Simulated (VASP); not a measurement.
Write the native input for VASP 6.6.1 that does the following.

```
Task                   : single point
Functional             : r2SCAN
Potentials or basis    : VASP PAW PBE potentials, release 64 (Cd, Se)
Cutoff                 : 550 eV
k mesh                 : 5 × 5 × 5
Occupations            : gaussian, width 0.01 eV
Spin                   : no spin polarisation
Dipole correction      : no
Further INCAR settings : ALGO = Normal; EDIFF = 1e-06; NBANDS = 16
```

Crystal: CdSe.

```
Cd Se
1.0
     0.00000    2.94864    2.94864
     2.94864    0.00000    2.94864
     2.94864    2.94864    0.00000
Cd Se
1 1
Cartesian
  0.0000 0.0000 0.0000
  2.9486 2.9486 2.9486
```

The input as run:

POSCAR

```
CdSe
1.0
    0.0000000000      2.9486394311      2.9486394311
    2.9486394311      0.0000000000      2.9486394311
    2.9486394311      2.9486394311      0.0000000000
Cd Se
1 1
Direct
    0.0000000000      0.0000000000      0.0000000000
    0.5000000000      0.5000000000      0.5000000000
```

INCAR.step1

```
ALGO = Normal
EDIFF = 1E-5
ENCUT = 550
GGA = PE
GGA_COMPAT = False
ISMEAR = 0
LASPH = True
LCHARG = False
LREAL = False
LWAVE = True
NBANDS = 16
NELM = 120
PREC = Accurate
SIGMA = 0.01
```

INCAR.step2

```
ALGO = Normal
EDIFF = 1E-6
ENCUT = 550
GGA_COMPAT = False
ISIF = 2
ISMEAR = 0
ISTART = 1
LASPH = True
LCHARG = True
LELF = True
LMIXTAU = True
LREAL = False
LVHAR = True
LWAVE = False
METAGGA = R2SCAN
NBANDS = 16
NELM = 120
PREC = Accurate
SIGMA = 0.01
```

KPOINTS

```
k-points
0
Gamma
  5 5 5
```

Potentials or basis: VASP PAW PBE potentials, release 64 (Cd, Se).

Run with:

```sh
$ cat potpaw_PBE.64/Cd/POTCAR potpaw_PBE.64/Se/POTCAR > POTCAR
$ cp INCAR.step1 INCAR
$ mpirun -np 1 vasp_std > vasp.out
$ cp INCAR.step2 INCAR
$ mpirun -np 1 vasp_std > vasp.out
```

It gave:

```yaml
Pressure: -5.6 GPa
Band_gap_on_the_k_mesh: 0.37 eV, indirect (least direct gap 0.86 eV)
```

Caveat: the PAW data sets were made with another functional, which shifts forces and pressure a little.

Run time: 20 s on 1 thread of Intel(R) Xeon(R) 6975P-C (Granite Rapids), with other jobs on the host, peak memory 0.18 GiB.
